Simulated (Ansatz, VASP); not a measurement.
ZnSe in VASP and in Ansatz

Contents of INCAR:

```
  ALGO = Normal
  EDIFF = 1E-6
  ENCUT = 520
  GGA = PS
  ISIF = 2
  ISMEAR = 0
  LASPH = True
  LCHARG = False
  LREAL = False
  LWAVE = False
  NBANDS = 16
  NELM = 80
  PREC = Accurate
  SIGMA = 0.02
```

File KPOINTS:

```
k-points
0
Gamma
  8 8 8
```

The input POSCAR:

```
ZnSe
1.0
    0.0000000000      2.7659721671      2.7659721671
    2.7659721671      0.0000000000      2.7659721671
    2.7659721671      2.7659721671      0.0000000000
Zn Se
1 1
Direct
    0.0000000000      0.0000000000      0.0000000000
    0.7500000000      0.7500000000      0.7500000000
```

Input for Ansatz:

```yaml
crystal:
  lattice:
    - [0.0, 2.7659721671, 2.7659721671]
    - [2.7659721671, 0.0, 2.7659721671]
    - [2.7659721671, 2.7659721671, 0.0]
  atoms:
    - { symbol: Zn, position: [0.0, 0.0, 0.0] }
    - { symbol: Se, position: [0.75, 0.75, 0.75] }
basis:
  ecutwfc: 420
kpoints:
  mp_grid: { grid: [8, 8, 8] }
  band_path: { path: [VBM, CBM], npoints: 2 }
hamiltonian:
  xc: pbesol
scf:
  occupations: { method: gaussian, width: 0.02 }
output:
  forces: true
  stress: true
  eigenvalues: true
checkpoint:
  read: start.run
  write: ck
  compress: false
  write_wavefunctions: false
  write_every: 100000
```

Alike in both runs: task single point; functional PBEsol; k mesh 8 × 8 × 8; occupations gaussian, width 0.02 eV; no spin polarisation.

|  | VASP | Ansatz |
| --- | --- | --- |
| version | VASP 6.6.1 | Ansatz 0.2.0 |
| potentials or method | VASP PAW PBE potentials, release 64 (Zn, Se), cutoff 520 eV | scalar-relativistic, plane waves, PAW |
| valence electrons in the cell | 18 | 28 |

Ansatz gave:

```
gap on the k mesh at the Fermi level (eV) : 1.46
least direct gap on the mesh (eV)         : 1.46
pressure (GPa)                            : 4.0
```

Question: What did VASP give for the same quantities?

Answer: gap on the k mesh at the Fermi level (eV): 1.47; least direct gap on the mesh (eV): 1.47; pressure (GPa): 4.3.

VASP's potentials were made for PBE, not for PBEsol. The functional is the same, so the differences come from potentials, cutoffs and numerics. VASP's potentials hold 18 valence electrons a cell and Ansatz's 28, so a difference there can come from the potentials and not from the codes.
